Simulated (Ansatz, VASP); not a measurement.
## One calculation of WCl2F2, two programs

```
W Cl F
1.0
     4.29320    0.00000    0.00000
     0.00000    4.29320    0.00000
     0.00000    0.00000    5.82360
W Cl F
1 2 2
Cartesian
  0.0000 0.0000 0.0000
  0.0000 2.1466 2.9118
  2.1466 0.0000 2.9118
  2.1466 2.1466 1.3977
  2.1466 2.1466 4.4259
```

Change from the starting cell: species swapped into the CeMg2Si2 type (P4/mmm, No. 123).

Alike in both runs: task single point; functional PBE; k mesh 4 × 4 × 4; occupations gaussian, width 0.1 eV; collinear spin.

```csv
,VASP,Ansatz
version,VASP 6.6.1,Ansatz 0.2.0
potentials or method,"VASP PAW PBE potentials, release 64 (W_sv, Cl, F), cutoff 520 eV","scalar-relativistic, plane waves, PAW"
valence electrons in the cell,42,42
```

VASP gave:

```
gap on the k mesh at the Fermi level (eV)                     : none
pressure (GPa)                                                : -5.6
traceless stress, the component that is largest in VASP (GPa) : -2.68
rms of the force components (eV/Å)                            : 0.391
net moment per atom (μB)                                      : 0.40
size of the moment on the site where the two differ most (μB) : 3.31
```

Task: What did Ansatz give for the same quantities?

Result: gap on the k mesh at the Fermi level (eV): none; pressure (GPa): -5.4; traceless stress, the component that is largest in VASP (GPa): -2.66; rms of the force components (eV/Å): 0.393; net moment per atom (μB): 0.40; size of the moment on the site where the two differ most (μB): 3.63.

Site moments also hang on the region over which each program counts them. Atom by atom the forces differ by 0.003 eV/Å (rms over components). A gap of «none» marks a metal or a gap that the smearing closes. Ansatz's warnings: no starting moments.

The k mesh is coarse, so the values compare programs but aren't converged. Spin-orbit coupling is off throughout.
